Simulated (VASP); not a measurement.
# HPt4 in VASP: relaxation of the atoms with PBEsol

Aim: the relaxation of the atoms of HPt4 with PBEsol.

Program: VASP 6.6.1. These are calculated values, not measurements. Logs are shortened: lines on timing, memory, paths and dates and some standing lists are left out, and cuts for length are marked.

### Step 1. The cell of the first run

The cell holds a slab with vacuum, 5 atoms: a = 2.770 Å, b = 2.770 Å, c = 25.786 Å, α = 90.00°, β = 90.00°, γ = 120.00°.

### Step 2. Relaxation of the atoms, PBEsol

Contents of INCAR:

```
ALGO = Normal
DIPOL = 0.5 0.5 0.491
EDIFF = 1E-7
EDIFFG = -0.03
ENCUT = 520
GGA = PS
IBRION = 2
IDIPOL = 3
ISIF = 2
ISMEAR = 0
LASPH = T
LCHARG = F
LDIPOL = T
LREAL = F
LWAVE = F
NELM = 80
NSW = 90
PREC = Accurate
SIGMA = 0.1
```

Contents of KPOINTS:

```
k-points
0
Gamma
  12 12 1
```

Contents of POSCAR:

```
HPt4
1.0
    2.7704872837      0.0000000000      0.0000000000
   -1.3852436419      2.3993123686      0.0000000000
    0.0000000000      0.0000000000     25.7862801841
Pt H
4 1
Selective dynamics
Direct
    0.6666666667      0.3333333333      0.3296326550  F F F
    0.3333333333      0.6666666667      0.4173573434  F F F
    0.0000000000      0.0000000000      0.5040837654  T T T
    0.6666666667      0.3333333333      0.5920075958  T T T
    0.0000000000      0.0000000000      0.6106221457  T T T
```

Potentials or basis: VASP PAW PBE potentials, release 64 (Pt, H).

Command:

```sh
cat potpaw_PBE.64/Pt/POTCAR potpaw_PBE.64/H/POTCAR > POTCAR
mpirun -np 1 vasp_std > vasp.out
```

OUTCAR:

```text
EDIFF = 1E-7
   EDIFFG = -0.03
   ENCUT = 520
   GGA = PS
   IBRION = 2
   ISIF = 2
   ISMEAR = 0
   LASPH = T
   LREAL = F
   NELM = 80
   NSW = 90
   PREC = Accurate

 ion  position               nearest neighbor table
   1  0.667  0.333  0.330-   2 2.77   2 2.77   2 2.77
   2  0.333  0.667  0.417-   3 2.75   3 2.75   3 2.75   1 2.77   1 2.77   1 2.77
   3  0.000  0.000  0.504-   2 2.75   2 2.75   2 2.75   4 2.77   4 2.77   4 2.77
   4  0.667  0.333  0.592-   5 1.67   5 1.67   5 1.67   3 2.77   3 2.77   3 2.77
   5  0.000  0.000  0.611-   4 1.67   4 1.67   4 1.67

  LATTYP: Found a hexagonal cell.
 ALAT       =     2.7704872837
 C/A-ratio  =     9.3074890962

  Lattice vectors:

 A1 = (   2.7704872837,   0.0000000000,   0.0000000000)
 A2 = (  -1.3852436419,   2.3993123686,   0.0000000000)
 A3 = (   0.0000000000,   0.0000000000,  25.7862801841)

Analysis of symmetry for initial positions (statically):
=====================================================================
 Subroutine PRICEL returns:
 Original cell was already a primitive cell.

 Routine SETGRP: Setting up the symmetry group for a
 hexagonal supercell.

 Subroutine GETGRP returns: Found  6 space group operations
 (whereof  6 operations were pure point group operations)
 out of a pool of 24 trial point group operations.

The static configuration has the point symmetry C_3v.

Analysis of symmetry for dynamics (positions and initial velocities):
=====================================================================
 Subroutine PRICEL returns:
 Original cell was already a primitive cell.

 Routine SETGRP: Setting up the symmetry group for a
 hexagonal supercell.

 Subroutine GETGRP returns: Found  6 space group operations
 (whereof  6 operations were pure point group operations)
 out of a pool of 24 trial point group operations.

The dynamic configuration has the point symmetry C_3v.

Analysis of constrained symmetry for selective dynamics:
=====================================================================
 Subroutine PRICEL returns:
 Original cell was already a primitive cell.

 Routine SETGRP: Setting up the symmetry group for a
 hexagonal supercell.

 Subroutine GETGRP returns: Found  6 space group operations
 (whereof  6 operations were pure point group operations)
 out of a pool of 24 trial point group operations.

The constrained configuration has the point symmetry C_3v.

 Subroutine INISYM returns: Found  6 space group operations
 (whereof  6 operations are pure point group operations),
 and found     1 'primitive' translations

----------------------------------------------------------------------------------------

                                     Primitive cell

  volume of cell :     171.4082

  direct lattice vectors                    reciprocal lattice vectors
     2.770487284  0.000000000  0.000000000     0.360947334  0.208393041  0.000000000
    -1.385243642  2.399312369  0.000000000     0.000000000  0.416786081  0.000000000
     0.000000000  0.000000000 25.786280184     0.000000000  0.000000000  0.038780312

  length of vectors
     2.770487284  2.770487284 25.786280184     0.416786081  0.416786081  0.038780312

  position of ions in fractional coordinates (direct lattice)
     0.666666667  0.333333333  0.329632655
     0.333333333  0.666666667  0.417357343
     0.000000000  0.000000000  0.504083765
     0.666666667  0.333333333  0.592007596
     0.000000000  0.000000000  0.610622146

  ion indices of the primitive-cell ions
   primitive index   ion index
                 1           1
                 2           2
                 3           3
                 4           4
                 5           5

----------------------------------------------------------------------------------------

 KPOINTS: k-points

Automatic generation of k-mesh.
 Grid dimensions read from file:
 generate k-points for:   12   12    1

 Generating k-lattice:

  Cartesian coordinates                     Fractional coordinates (reciprocal lattice)
     0.030078945  0.017366087  0.000000000     0.083333333  0.000000000  0.000000000
     0.000000000  0.034732173  0.000000000     0.000000000  0.083333333  0.000000000
     0.000000000  0.000000000  0.038780312     0.000000000  0.000000000  1.000000000

  Length of vectors
     0.034732173  0.034732173  0.038780312

  Shift w.r.t. Gamma in fractional coordinates (k-lattice)
     0.000000000  0.000000000  0.000000000

 Subroutine IBZKPT returns following result:
 ===========================================

 Found     19 irreducible k-points:

 Following reciprocal coordinates:
            Coordinates               Weight
  0.000000  0.000000  0.000000      1.000000
  0.083333  0.000000  0.000000      6.000000
  0.166667 -0.000000  0.000000      6.000000
  0.250000  0.000000  0.000000      6.000000
  0.333333  0.000000  0.000000      6.000000
  0.416667 -0.000000  0.000000      6.000000
[... 11 lines left out ...]
  0.333333  0.250000  0.000000     12.000000
  0.333333  0.333333  0.000000      2.000000
   k-points           NKPTS =     19   k-points in BZ     NKDIM =     19   number of bands    NBANDS=     24
   number of dos      NEDOS =    301   number of ions     NIONS =      5
   total plane-waves  NPLWV = 110592
   dimension x,y,z NGX =    24 NGY =   24 NGZ =  192
   dimension x,y,z NGXF=    48 NGYF=   48 NGZF=  384
   ions per type =               4   1
   NGX,Y,Z   is equivalent  to a cutoff of  14.40, 14.40, 12.38 a.u.
   NGXF,Y,Z  is equivalent  to a cutoff of  28.80, 28.80, 24.76 a.u.
 SYSTEM =  unknown system
   PREC   = accura    normal or accurate (medium, high low for compatibility)
   ISTART =      0    job   : 0-new  1-cont  2-samecut
   ICHARG =      2    charge: 1-file 2-atom 10-const
   ISPIN  =      1    spin polarized calculation?
   LNONCOLLINEAR =      F non collinear calculations
   LSORBIT =      F    spin-orbit coupling
   LASPH  =      T    aspherical Exc in radial PAW
   ENCUT  =  520.0 eV  38.22 Ry    6.18 a.u.   5.15  5.15 47.95*2*pi/ulx,y,z
   NELM   =     80;   NELMIN=  2; NELMDL= -5     # of ELM steps
   EDIFF  = 0.1E-06   stopping-criterion for ELM
   LREAL  =      F    real-space projection
   EDIFFG = -.3E-01   stopping-criterion for IOM
   NSW    =     90    number of steps for IOM
   IBRION =      2    ionic relax: 0-MD 1-quasi-New 2-CG
   NFREE  =      1    steps in history (QN), initial steepest desc. (CG)
   ISIF   =      2    stress and relaxation
   ISYM   =      2    0-nonsym 1-usesym 2-fastsym
   POTIM  = 0.5000    time-step for ionic-motion
   TEBEG  =    0.0;   TEEND  =   0.0 temperature during run
   PSTRESS=    0.0 pullay stress
   NELECT =      41.0000    total number of electrons
   NUPDOWN=      -1.0000    fix difference up-down
   EMIN   =  10.00;   EMAX   =-10.00  energy-range for DOS
   EFERMI =   0.00;   METHOD = LEGACY
   ISMEAR =     0;   SIGMA  =   0.10  broadening in eV -4-tet -1-fermi 0-gaus
   EFERMI_NEDOS =   21; number of points for ismear=-14 and -15
   IALGO  =     38    algorithm
   IMIX   =      4    mixing-type and parameters
     AMIX     =   0.40;   BMIX     =  1.00
     AMIX_MAG =   1.60;   BMIX_MAG =  1.00
  volume/ion in A,a.u.               =      34.28       231.34
  Fermi-wavevector in a.u.,A,eV,Ry     =   1.016231  1.920397 14.051069  1.032724
  Thomas-Fermi vector in A             =   2.149562
   LORBIT       =      0    0 simple, 1 ext, 2 COOP (PROOUT), +10 PAW based schemes
   GGA     = PS    functional components
   LHFCALC =     F    Hartree Fock is set to
   AEXX    =    0.0000 exact exchange contribution
   IVDW    =     0    specifies the selected vdW correction
   LEPSILON=     F    determine dielectric tensor
   LRPA    =     F    only Hartree local field effects (RPA)
 conjugate gradient relaxation of ions
 non-spin polarized calculation
 Gauss-broadening in eV      SIGMA  =   0.10
  energy-cutoff  :      520.00
  volume of cell :      171.41
 maximum number of plane-waves:      4634
 NGX is ok and might be reduce to    24
   NGX = 11   NGY = 11   NGZ = 95

--------------------------------------- Ionic step        1  -------------------------------------------

 number of electron      41.0000004 magnetization

 Free energy of the ion-electron system (eV)
  ---------------------------------------------------
  ext. energy  EPLUGINS =         0.00000000
  ---------------------------------------------------
  free energy    TOTEN  =       -29.64752198 eV

  energy without entropy =      -29.60954721  energy(sigma->0) =      -29.62853459

------------------------ aborting loop because EDIFF is reached ----------------------------------------

  FORCE on cell =-STRESS in cart. coord.  units (eV):
  Direction    XX          YY          ZZ          XY          YZ          ZX
  --------------------------------------------------------------------------------------
  -------------------------------------------------------------------------------------
  Total        2.1889148      2.1889148      3.1749480     -0.0000000      0.0000000      0.0000000
  in kB       20.4601016     20.4601016     29.6766957     -0.0000000      0.0000000      0.0000000
  external PRESSURE =      23.5322996 kB  Pullay stress =       0.0000000 kB
[... 98 lines left out ...]
  FREE ENERGIE OF THE ION-ELECTRON SYSTEM (eV)
  ---------------------------------------------------
  free  energy   TOTEN  =       -30.0401721141 eV

  energy  without entropy=      -30.0039145044  energy(sigma->0) =      -30.02204331

 dipolmoment           0.000000      0.000000      0.008918 electrons x Angstroem

[... ionic steps 4 to 11 ...]

--------------------------------------- Ionic step       12  -------------------------------------------

 number of electron      41.0000003 magnetization

------------------------ aborting loop because EDIFF is reached ----------------------------------------

  FORCE on cell =-STRESS in cart. coord.  units (eV):
  Direction    XX          YY          ZZ          XY          YZ          ZX
  --------------------------------------------------------------------------------------
  -------------------------------------------------------------------------------------
  Total       -3.0433777     -3.0433777      0.1229966      0.0000000      0.0000000     -0.0000000
  in kB      -28.4468892    -28.4468892      1.1496671      0.0000000      0.0000000     -0.0000000
  external PRESSURE =     -18.5813704 kB  Pullay stress =       0.0000000 kB
[... 63 lines left out ...]
  energy  without entropy=      -30.1287720315  energy(sigma->0) =      -30.14670411

--------------------------------------- Ionic step       14  -------------------------------------------

 number of electron      41.0000003 magnetization

 dipolmoment           0.000000      0.000000     -0.023336 electrons x Angstroem

 Free energy of the ion-electron system (eV)
  ---------------------------------------------------
  ext. energy  EPLUGINS =         0.00000000
  ---------------------------------------------------
  free energy    TOTEN  =       -30.16481563 eV

  energy without entropy =      -30.12896842  energy(sigma->0) =      -30.14689203

 E-fermi :   0.4628     XC(G=0):  -5.6157

 val. band max:        0.4569553109   @ k =   0.2500   0.0000   0.0000
 cond. band min:       0.4833362455   @ k =   0.3333   0.0833   0.0000
 fundamental gap:      0.0263809345
 Fermi energy:         0.4628422395

 k-point     1 :       0.0000    0.0000    0.0000
  band No.  band energies     occupation
      1      -9.8789      2.00000
      2      -8.8820      2.00000
      3      -7.4290      2.00000
      4      -6.7061      2.00000
      5      -3.5891      2.00000
      6      -3.5215      2.00000
[... 502 lines left out ...]
     23       5.3015      0.00000
     24       5.7334      0.00000

------------------------ aborting loop because EDIFF is reached ----------------------------------------

 vacuum level on the upper side and lower side of the slab       (xc-potential included)        -0.320         0.302

  FORCE on cell =-STRESS in cart. coord.  units (eV):
  Direction    XX          YY          ZZ          XY          YZ          ZX
  --------------------------------------------------------------------------------------
  -------------------------------------------------------------------------------------
  Total       -3.0473139     -3.0473139      0.1310210      0.0000000      0.0000000      0.0000000
  in kB      -28.4836816    -28.4836816      1.2246720      0.0000000      0.0000000      0.0000000
  external PRESSURE =     -18.5808971 kB  Pullay stress =       0.0000000 kB

 VOLUME and BASIS-vectors are now :
 -----------------------------------------------------------------------------
  energy-cutoff  :      520.00
  volume of cell :      171.41
      direct lattice vectors                 reciprocal lattice vectors
     2.770487284  0.000000000  0.000000000     0.360947334  0.208393041  0.000000000
    -1.385243642  2.399312369  0.000000000     0.000000000  0.416786081  0.000000000
     0.000000000  0.000000000 25.786280184     0.000000000  0.000000000  0.038780312
[... 11 lines left out ...]
  FREE ENERGIE OF THE ION-ELECTRON SYSTEM (eV)
  ---------------------------------------------------
  free  energy   TOTEN  =       -30.1648156346 eV

  energy  without entropy=      -30.1289684224  energy(sigma->0) =      -30.14689203

 reached required accuracy - stopping structural energy minimisation

 vacuum level on the upper side and lower side of the slab         5.631         6.268
```

Wall time 45 min (1 thread of Intel Xeon 8259CL, shared host); peak memory 0.37 GiB.

What came out:

```yaml
Free_energy: -30.1648 eV
Energy_gained_by_relaxing: 103.5 meV/atom
Ionic_steps: 14
```

The path:
```
step  energy change (eV)  largest force on free atoms (eV/Å)  pressure (GPa)
   1              0.0000                              1.8186            2.35
   2             -0.2075                              1.5201            2.00
   3             -0.3927                              0.4819            1.48
   4             -0.3944                              0.6000            1.44
   5             -0.4220                              0.3839            1.00
   6             -0.4618                              0.9260           -0.14
   7             -0.4809                              0.6919           -0.44
   8             -0.5112                              0.1656           -1.25
   9             -0.5131                              0.2318           -1.47
  10             -0.5131                              0.2395           -1.49
  11             -0.5155                              0.1442           -1.63
  12             -0.5171                              0.0476           -1.86
  13             -0.5171                              0.0503           -1.85
  14             -0.5173                              0.0281           -1.86
```

Final structure:
```yaml
crystal:
  lattice:
    - [2.77049, 0.00000, 0.00000]
    - [-1.38524, 2.39931, 0.00000]
    - [0.00000, 0.00000, 25.78628]
  atoms:
    - { symbol: Pt, position: [0.66667, 0.33333, 0.32963] }
    - { symbol: Pt, position: [0.33333, 0.66667, 0.41736] }
    - { symbol: Pt, position: [0.00000, 0.00000, 0.50506] }
    - { symbol: Pt, position: [0.66667, 0.33333, 0.59615] }
    - { symbol: H, position: [0.00000, 0.00000, 0.63211] }
```

Caveat: the highest band is partly filled, so the run has too few bands; the PAW data sets were made with another functional, which shifts forces and pressure a little; spin-orbit coupling is left out, which moves the levels of the heavy elements.
